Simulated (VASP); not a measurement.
# Ir (P6_3/mmc) in VASP: notebook

Ir is run at these levels: B3LYP, PBE-based screened hybrid with 25 % exact exchange, HF, PBE0; tasks: single point.

Everything below comes from runs of VASP 6.6.1. Logs are shortened: lines on timing, memory, paths and dates and some standing lists are left out, and cuts for length are marked.

## Step 1: The cell of the first run

The structure is hexagonal, space group P6_3/mmc (No. 194). The conventional cell has a = 2.785 Å, b = 2.785 Å, c = 4.382 Å, α = 90.00°, β = 90.00°, γ = 120.00°. Within 3.6 Å of Ir (site symmetry -6m2) lie 12 Ir at 2.72 to 2.79 Å.

This isn't the form of Ir at room conditions, which is fcc.

## Step 2: Single point, B3LYP

POSCAR

```
Ir
1.0
    2.7850757927      0.0000000000      0.0000000000
   -1.3925378964      2.4119463880      0.0000000000
    0.0000000000      0.0000000000      4.3815660710
Ir
2
Direct
    0.3333333333      0.6666666667      0.2500000000
    0.6666666667      0.3333333333      0.7500000000
```

INCAR.step1

```
ALGO     = Normal         # electronic algorithm
EDIFF    = 1E-5           # SCF threshold, eV
ENCUT    = 420            # plane-wave cutoff, eV
GGA      = PE             # functional
GGA_COMPAT= F            
ISIF     = 2              # what is computed and relaxed
ISMEAR   = -1             # smearing method
LASPH    = T              # aspherical terms in the spheres
LCHARG   = F              # write CHGCAR
LREAL    = F              # projectors in reciprocal space
LWAVE    = T              # write WAVECAR
NBANDS   = 24             # bands
NELM     = 120            # most SCF steps
PREC     = Accurate       # precision mode
SIGMA    = 0.05           # smearing width, eV
```

INCAR.step2

```
AEXX     = 0.2            # exact-exchange fraction
AGGAC    = 0.81         
AGGAX    = 0.72         
ALDAC    = 0.19         
ALGO     = Normal         # electronic algorithm
EDIFF    = 1E-6           # SCF threshold, eV
ENCUT    = 420            # plane-wave cutoff, eV
GGA      = B3             # functional
GGA_COMPAT= F            
ISIF     = 2              # what is computed and relaxed
ISMEAR   = -1             # smearing method
ISTART   = 1            
LASPH    = T              # aspherical terms in the spheres
LCHARG   = F              # write CHGCAR
LHFCALC  = T              # exact exchange
LREAL    = F              # projectors in reciprocal space
LWAVE    = F              # write WAVECAR
NBANDS   = 24             # bands
NELM     = 120            # most SCF steps
PREC     = Accurate       # precision mode
PRECFOCK = Normal       
SIGMA    = 0.05           # smearing width, eV
```

KPOINTS

```
k-points
0
Gamma
  6 6 3
```

Potentials or basis: VASP PAW PBE potentials, release 64 (Ir_sv_GW).

On the command line:

```console
$ cat potpaw_PBE.64/Ir_sv_GW/POTCAR > POTCAR
$ cp INCAR.step1 INCAR
$ mpirun -np 1 vasp_std > vasp.out
$ cp INCAR.step2 INCAR
$ mpirun -np 1 vasp_std > vasp.out
```

OUTCAR:

```text
AEXX = 0.2
   EDIFF = 1E-6
   ENCUT = 420
   GGA = B3
   ISIF = 2
   ISMEAR = -1
   ISTART = 1
   LASPH = T
   LHFCALC = T
   LREAL = F
   NELM = 120
   PREC = Accurate
   PRECFOCK = Normal

 ion  position               nearest neighbor table
   1  0.333  0.667  0.250-   2 2.72   2 2.72   2 2.72   2 2.72   2 2.72   2 2.72
   2  0.667  0.333  0.750-   1 2.72   1 2.72   1 2.72   1 2.72   1 2.72   1 2.72

  LATTYP: Found a hexagonal cell.
 ALAT       =     2.7850757927
 C/A-ratio  =     1.5732304602

  Lattice vectors:

 A1 = (   2.7850757927,   0.0000000000,   0.0000000000)
 A2 = (  -1.3925378964,   2.4119463880,   0.0000000000)
 A3 = (   0.0000000000,   0.0000000000,   4.3815660710)

Analysis of symmetry for initial positions (statically):
=====================================================================
 Subroutine PRICEL returns:
 Original cell was already a primitive cell.

 Routine SETGRP: Setting up the symmetry group for a
 hexagonal supercell.

 Subroutine GETGRP returns: Found 24 space group operations
 (whereof 12 operations were pure point group operations)
 out of a pool of 24 trial point group operations.

The static configuration has the point symmetry D_3d.
 The point group associated with its full space group is D_6h.

Analysis of symmetry for dynamics (positions and initial velocities):
=====================================================================
 Subroutine PRICEL returns:
 Original cell was already a primitive cell.

 Routine SETGRP: Setting up the symmetry group for a
 hexagonal supercell.

 Subroutine GETGRP returns: Found 24 space group operations
 (whereof 12 operations were pure point group operations)
 out of a pool of 24 trial point group operations.

The dynamic configuration has the point symmetry D_3d.
 The point group associated with its full space group is D_6h.

 Subroutine INISYM returns: Found 24 space group operations
 (whereof 12 operations are pure point group operations),
 and found     1 'primitive' translations

----------------------------------------------------------------------------------------

                                     Primitive cell

  volume of cell :      29.4330

  direct lattice vectors                    reciprocal lattice vectors
     2.785075793  0.000000000  0.000000000     0.359056656  0.207301457  0.000000000
    -1.392537896  2.411946388  0.000000000     0.000000000  0.414602914  0.000000000
     0.000000000  0.000000000  4.381566071     0.000000000  0.000000000  0.228228899

  length of vectors
     2.785075793  2.785075793  4.381566071     0.414602914  0.414602914  0.228228899

  position of ions in fractional coordinates (direct lattice)
     0.333333333  0.666666667  0.250000000
     0.666666667  0.333333333  0.750000000

  ion indices of the primitive-cell ions
   primitive index   ion index
                 1           1
                 2           2

----------------------------------------------------------------------------------------

 KPOINTS: k-points

Automatic generation of k-mesh.
 Grid dimensions read from file:
 generate k-points for:    6    6    3

 Generating k-lattice:

  Cartesian coordinates                     Fractional coordinates (reciprocal lattice)
     0.059842776  0.034550243  0.000000000     0.166666667 -0.000000000  0.000000000
     0.000000000  0.069100486  0.000000000     0.000000000  0.166666667  0.000000000
     0.000000000  0.000000000  0.076076300     0.000000000  0.000000000  0.333333333

  Length of vectors
     0.069100486  0.069100486  0.076076300

  Shift w.r.t. Gamma in fractional coordinates (k-lattice)
     0.000000000  0.000000000  0.000000000

 Subroutine IBZKPT returns following result:
 ===========================================

 Found     14 irreducible k-points:

 Following reciprocal coordinates:
            Coordinates               Weight
  0.000000  0.000000  0.000000      1.000000
  0.166667  0.000000  0.000000      6.000000
  0.333333 -0.000000  0.000000      6.000000
  0.500000  0.000000  0.000000      3.000000
  0.166667  0.166667  0.000000      6.000000
  0.333333  0.166667  0.000000     12.000000
  0.333333  0.333333  0.000000      2.000000
  0.000000  0.000000  0.333333      2.000000
  0.166667  0.000000  0.333333     12.000000
  0.333333 -0.000000  0.333333     12.000000
  0.500000  0.000000  0.333333      6.000000
  0.166667  0.166667  0.333333     12.000000
  0.333333  0.166667  0.333333     24.000000
  0.333333  0.333333  0.333333      4.000000
   k-points           NKPTS =     14   k-points in BZ     NKDIM =    108   number of bands    NBANDS=     24
   number of dos      NEDOS =    301   number of ions     NIONS =      2
   total plane-waves  NPLWV =  12000
   dimension x,y,z NGX =    20 NGY =   20 NGZ =   30
   dimension x,y,z NGXF=    40 NGYF=   40 NGZF=   60
   ions per type =               2
   NGX,Y,Z   is equivalent  to a cutoff of  11.94, 11.94, 11.38 a.u.
   NGXF,Y,Z  is equivalent  to a cutoff of  23.88, 23.88, 22.77 a.u.
 SYSTEM =  unknown system
   PREC   = accura    normal or accurate (medium, high low for compatibility)
   ISTART =      1    job   : 0-new  1-cont  2-samecut
   ICHARG =      0    charge: 1-file 2-atom 10-const
   ISPIN  =      1    spin polarized calculation?
   LNONCOLLINEAR =      F non collinear calculations
   LSORBIT =      F    spin-orbit coupling
   LASPH  =      T    aspherical Exc in radial PAW
   ENCUT  =  420.0 eV  30.87 Ry    5.56 a.u.   4.65  4.65  7.32*2*pi/ulx,y,z
   NELM   =    120;   NELMIN=  2; NELMDL=  0     # of ELM steps
   EDIFF  = 0.1E-05   stopping-criterion for ELM
   LREAL  =      F    real-space projection
   EDIFFG = 0.1E-04   stopping-criterion for IOM
   NSW    =      0    number of steps for IOM
   IBRION =     -1    ionic relax: 0-MD 1-quasi-New 2-CG
   NFREE  =      0    steps in history (QN), initial steepest desc. (CG)
   ISIF   =      2    stress and relaxation
   ISYM   =      3    0-nonsym 1-usesym 2-fastsym
   POTIM  = 0.5000    time-step for ionic-motion
   TEBEG  =    0.0;   TEEND  =   0.0 temperature during run
   PSTRESS=    0.0 pullay stress
   NELECT =      34.0000    total number of electrons
   NUPDOWN=      -1.0000    fix difference up-down
   EMIN   =  10.00;   EMAX   =-10.00  energy-range for DOS
   EFERMI =   0.00;   METHOD = LEGACY
   ISMEAR =    -1;   SIGMA  =   0.05  broadening in eV -4-tet -1-fermi 0-gaus
   EFERMI_NEDOS =   21; number of points for ismear=-14 and -15
   IALGO  =     38    algorithm
   IMIX   =      1    mixing-type and parameters
     AMIX     =   0.40;   BMIX     =  1.00
     AMIX_MAG =   1.60;   BMIX_MAG =  1.00
  volume/ion in A,a.u.               =      14.72        99.31
  Fermi-wavevector in a.u.,A,eV,Ry     =   1.717736  3.246051 40.145589  2.950618
  Thomas-Fermi vector in A             =   2.794680
   LORBIT       =      0    0 simple, 1 ext, 2 COOP (PROOUT), +10 PAW based schemes
   GGA     = B3    functional components
   LHFCALC =     T    Hartree Fock is set to
   PRECFOCK=normal    Normal, Fast or Accurate (Low or Medium for compatibility)
   ENCUT4O =  -1.0   cutoff for four orbital integrals eV
   NKREDX  =     1    reduce k-point grid by
   NKREDY  =     1    reduce k-point grid by
   NKREDZ  =     1    reduce k-point grid by
   AEXX    =    0.2000 exact exchange contribution
   HFSCREEN=    0.0000 screening length (either q_TF or 0.3 A-1)
   HFSCREENC=   0.0000 screening length for correlation (either q_TF or 0.3 A-1)
   ENCUTFOCK=  -1.0 apply spherical cutoff to Coloumb kernel
   IVDW    =     0    specifies the selected vdW correction
   LEPSILON=     F    determine dielectric tensor
   LRPA    =     F    only Hartree local field effects (RPA)
 non-spin polarized calculation
  energy-cutoff  :      420.00
  volume of cell :       29.43
 maximum number of plane-waves:       586
 NGX is ok and might be reduce to    20
  NGX = 14; NGY = 14; NGZ = 24

 number of electron      34.0000000 magnetization

 Free energy of the ion-electron system (eV)
  ---------------------------------------------------
  ext. energy  EPLUGINS =         0.00000000
  ---------------------------------------------------
  free energy    TOTEN  =       -17.24289422 eV

  energy without entropy =      -17.23148017  energy(sigma->0) =      -17.23718720

 E-fermi :  12.2970     XC(G=0): -11.3378

 val. band max:       11.8832086522   @ k =   0.0000   0.0000   0.0000
 cond. band min:      12.3637666647   @ k =   0.3333   0.1667   0.3333
 fundamental gap:      0.4805580125
 Fermi energy:        12.2969559430

 k-point     1 :       0.0000    0.0000    0.0000
  band No.  band energies     occupation
      1     -83.9895      2.00000
      2     -83.9103      2.00000
      3     -40.5263      2.00000
      4     -39.7197      2.00000
      5     -39.7197      2.00000
      6     -39.6400      2.00000
[... 16 lines left out ...]
     23      29.8530      0.00000
     24      30.7109      0.00000

 k-point     2 :       0.1667    0.0000    0.0000
  band No.  band energies     occupation
      1     -83.9756      2.00000
      2     -83.9057      2.00000
      3     -40.4555      2.00000
      4     -39.8541      2.00000
      5     -39.7657      2.00000
      6     -39.7121      2.00000
[... 16 lines left out ...]
     23      30.5608      0.00000
     24      30.8547      0.00000

 k-point     3 :       0.3333   -0.0000    0.0000
  band No.  band energies     occupation
      1     -83.9449      2.00000
      2     -83.8993      2.00000
      3     -40.2849      2.00000
      4     -40.1238      2.00000
      5     -39.9880      2.00000
      6     -39.8546      2.00000
[... 16 lines left out ...]
     23      26.7516      0.00000
     24      28.0683      0.00000
[... 244 lines left out ...]
 k-point    13 :       0.3333    0.1667    0.3333
  band No.  band energies     occupation
      1     -83.9192      2.00000
      2     -83.9061      2.00000
      3     -40.3231      2.00000
      4     -40.2422      2.00000
      5     -39.9773      2.00000
      6     -39.8817      2.00000
[... 16 lines left out ...]
     23      25.3087      0.00000
     24      28.1903      0.00000

 k-point    14 :       0.3333    0.3333    0.3333
  band No.  band energies     occupation
      1     -83.9080      2.00000
      2     -83.9080      2.00000
      3     -40.2450      2.00000
      4     -40.2450      2.00000
      5     -40.0986      2.00000
      6     -39.9567      2.00000
[... 16 lines left out ...]
     23      22.8076      0.00000
     24      24.4441      0.00000

------------------------ aborting loop because EDIFF is reached ----------------------------------------

  FORCE on cell =-STRESS in cart. coord.  units (eV):
  Direction    XX          YY          ZZ          XY          YZ          ZX
  --------------------------------------------------------------------------------------
  -------------------------------------------------------------------------------------
  Total       -0.0612991     -0.0612991     -0.0067997      0.0000000     -0.0000000      0.0000000
  in kB       -3.3368016     -3.3368016     -0.3701381      0.0000000     -0.0000000      0.0000000
  external PRESSURE =      -2.3479138 kB  Pullay stress =       0.0000000 kB

 VOLUME and BASIS-vectors are now :
 -----------------------------------------------------------------------------
  energy-cutoff  :      420.00
  volume of cell :       29.43
      direct lattice vectors                 reciprocal lattice vectors
     2.785075793  0.000000000  0.000000000     0.359056656  0.207301457  0.000000000
    -1.392537896  2.411946388  0.000000000     0.000000000  0.414602914  0.000000000
     0.000000000  0.000000000  4.381566071     0.000000000  0.000000000  0.228228899

 POSITION                                       TOTAL-FORCE (eV/Angst)
 -----------------------------------------------------------------------------------
     -0.00000      1.60796      1.09539        -0.000000     -0.000000      0.000000
      1.39254      0.80398      3.28617         0.000000      0.000000      0.000000
 -----------------------------------------------------------------------------------
    total drift:                                0.000000      0.000000      0.000000

  FREE ENERGIE OF THE ION-ELECTRON SYSTEM (eV)
  ---------------------------------------------------
  free  energy   TOTEN  =       -17.2428942197 eV

  energy  without entropy=      -17.2314801716  energy(sigma->0) =      -17.23718720
```

Wall time 34 min (1 thread of Intel Xeon Platinum 8259CL at 2.50GHz (Skylake/Cascade Lake), shared host); peak memory 0.15 GiB.

What came out:

- Free energy: -17.2429 eV
- Pressure: -0.2 GPa
- Band gap on the k mesh: zero (bands 17 and 18 overlap by 4.10 eV)

Stress tensor (GPa, compression positive):
```
-0.33  0.00  0.00
 0.00 -0.33  0.00
 0.00  0.00 -0.04
```

Levels at points of the mesh, in eV from the Fermi level:
| k point | band 16 | band 17 | band 18 | band 19 | band 20 | band 21 |
| --- | --- | --- | --- | --- | --- | --- |
| (0.00, 0.00, 0.00) | -3.29 | -3.29 | -0.41 | 0.70 | 0.70 | 8.36 |
| (0.50, 0.00, 0.00) | 0.77 | 1.26 | 1.49 | 3.45 | 5.00 | 9.32 |

Caveat: the k points lie up to 0.48 Å⁻¹ apart, too coarse for converged energies and pressures of a metal; the PAW data sets were made with another functional, which shifts forces and pressure a little; spin-orbit coupling is left out, which moves the levels of the heavy elements.

## Step 3: Single point, PBE-based screened hybrid with 25 % exact exchange

This run uses another cell than the first one, of 14.08 Å³/atom.

POSCAR

```
Ir
1.0
    2.7411645667      0.0000000000      0.0000000000
   -1.3705822834      2.3739181507      0.0000000000
    0.0000000000      0.0000000000      4.3261038616
Ir
2
Direct
    0.3333333333      0.6666666667      0.2500000000
    0.6666666667      0.3333333333      0.7500000000
```

INCAR.step1

```
PREC     = Accurate       # precision mode
ENCUT    = 420            # plane-wave cutoff, eV
EDIFF    = 1E-5           # SCF threshold, eV
ISMEAR   = -1             # smearing method
SIGMA    = 0.05           # smearing width, eV
LREAL    = F              # projectors in reciprocal space
LASPH    = T              # aspherical terms in the spheres
NELM     = 120            # most SCF steps
ALGO     = Normal         # electronic algorithm
ISIF     = 2              # what is computed and relaxed
LWAVE    = T              # write WAVECAR
NBANDS   = 24             # bands
GGA      = PE             # functional
GGA_COMPAT= F
```

INCAR.step2

```
PREC     = Accurate       # precision mode
ENCUT    = 420            # plane-wave cutoff, eV
EDIFF    = 1E-6           # SCF threshold, eV
ISMEAR   = -1             # smearing method
SIGMA    = 0.05           # smearing width, eV
LREAL    = F              # projectors in reciprocal space
LASPH    = T              # aspherical terms in the spheres
NELM     = 120            # most SCF steps
ALGO     = Normal         # electronic algorithm
ISIF     = 2              # what is computed and relaxed
LWAVE    = F              # write WAVECAR
LCHARG   = T              # write CHGCAR
GGA      = PE             # functional
LHFCALC  = T              # exact exchange
AEXX     = 0.25           # exact-exchange fraction
HFSCREEN = 0.3            # screening, 1/A
PRECFOCK = Normal       
LELF     = T              # ELF
LVHAR    = T            
NBANDS   = 24             # bands
ISTART   = 1            
GGA_COMPAT= F
```

KPOINTS

```
regular mesh
0
Gamma
  6 6 3
```

Potentials or basis: VASP PAW PBE potentials, release 64 (Ir_sv_GW).

On the command line:

```console
$ cat potpaw_PBE.64/Ir_sv_GW/POTCAR > POTCAR
$ cp INCAR.step1 INCAR
$ mpirun -np 1 vasp_std > vasp.out
$ cp INCAR.step2 INCAR
$ mpirun -np 1 vasp_std > vasp.out
```

Run time: 13 min. Hardware: 1 thread of Intel Xeon 6975P-C (Granite Rapids), shared host; peak memory 0.24 GiB.

It converged, with:

```yaml
Free_energy: -18.9966 eV
Pressure: -1.6 GPa
Band_gap_on_the_k_mesh: zero (bands 17 and 18 overlap by 3.89 eV)
```

Levels at points of the mesh, in eV from the Fermi level:
```csv
k point,band 15,band 16,band 17,band 18,band 19,band 20,band 21,band 22
"(0.00, 0.00, 0.00)",-3.53,-2.95,-2.95,-0.47,0.55,0.55,8.60,14.57
"(0.50, 0.00, 0.00)",-3.11,0.73,1.27,1.43,3.41,5.04,9.31,11.66
```

Caveat: the k points lie up to 0.48 Å⁻¹ apart, too coarse for converged energies and pressures of a metal; the PAW data sets were made with another functional, which shifts forces and pressure a little; spin-orbit coupling is left out, which moves the levels of the heavy elements.

## Step 4: Single point, HF

This run uses another cell than the first one, of 13.94 Å³/atom.

POSCAR

```
Ir
1.0
    2.7398564644      0.0000000000      0.0000000000
   -1.3699282322      2.3727853009      0.0000000000
    0.0000000000      0.0000000000      4.2884812973
Ir
2
Direct
    0.3333333333      0.6666666667      0.2500000000
    0.6666666667      0.3333333333      0.7500000000
```

INCAR.step1

```
SYSTEM = Ir
PREC = Accurate
ENCUT = 420
EDIFF = 1E-5
ISMEAR = -1
SIGMA = 0.05
LREAL = .FALSE.
LASPH = .TRUE.
NELM = 120
ALGO = Normal
ISIF = 2
LWAVE = .TRUE.
GGA = PE
NBANDS = 24
GGA_COMPAT = .FALSE.
```

INCAR.step2

```
SYSTEM = Ir
PREC = Accurate
ENCUT = 420
EDIFF = 1E-6
ISMEAR = -1
SIGMA = 0.05
LREAL = .FALSE.
LASPH = .TRUE.
NELM = 120
ALGO = Normal
ISIF = 2
LWAVE = .FALSE.
LCHARG = .TRUE.
GGA = PE
LHFCALC = .TRUE.
AEXX = 1.0
ALDAC = 0.0
AGGAC = 0.0
PRECFOCK = Normal
LELF = .TRUE.
LVHAR = .TRUE.
ISTART = 1
NBANDS = 24
GGA_COMPAT = .FALSE.
```

KPOINTS

```
Automatic mesh
0
G
  6 6 3
  0 0 0
```

On the command line:

```console
$ cat potpaw_PBE.64/Ir_sv_GW/POTCAR > POTCAR
$ cp INCAR.step1 INCAR
$ mpirun -np 1 vasp_std > vasp.out
$ cp INCAR.step2 INCAR
$ mpirun -np 1 vasp_std > vasp.out
```

Run time: 20 min. Hardware: 1 thread of AMD EPYC 9R45 (Zen 5), shared host; peak memory 0.11 GiB.

The run converged. Its results:

```
Free energy            : -18.7627 eV
Pressure               : -1.3 GPa
Band gap on the k mesh : zero (bands 17 and 18 overlap by 7.72 eV)
```

Stress tensor (GPa, compression positive):
```
-1.66  0.00  0.00
 0.00 -1.66  0.00
 0.00  0.00 -0.71
```

Levels at points of the mesh, in eV from the Fermi level:
| k point | band 15 | band 16 | band 17 | band 18 | band 19 | band 20 | band 21 | band 22 |
| --- | --- | --- | --- | --- | --- | --- | --- | --- |
| (0.00, 0.00, 0.00) | -8.33 | -7.23 | -7.23 | -2.63 | 2.36 | 2.36 | 13.32 | 18.76 |
| (0.50, 0.00, 0.00) | -6.99 | 0.99 | 1.68 | 3.28 | 5.58 | 8.01 | 13.54 | 15.99 |

Caveat: the k points lie up to 0.49 Å⁻¹ apart, too coarse for converged energies and pressures of a metal; the PAW data sets were made with another functional, which shifts forces and pressure a little; spin-orbit coupling is left out, which moves the levels of the heavy elements.

[end of part 1 of 2]

The gap in the log of VASP goes by the Fermi energy; the results here count the filled bands.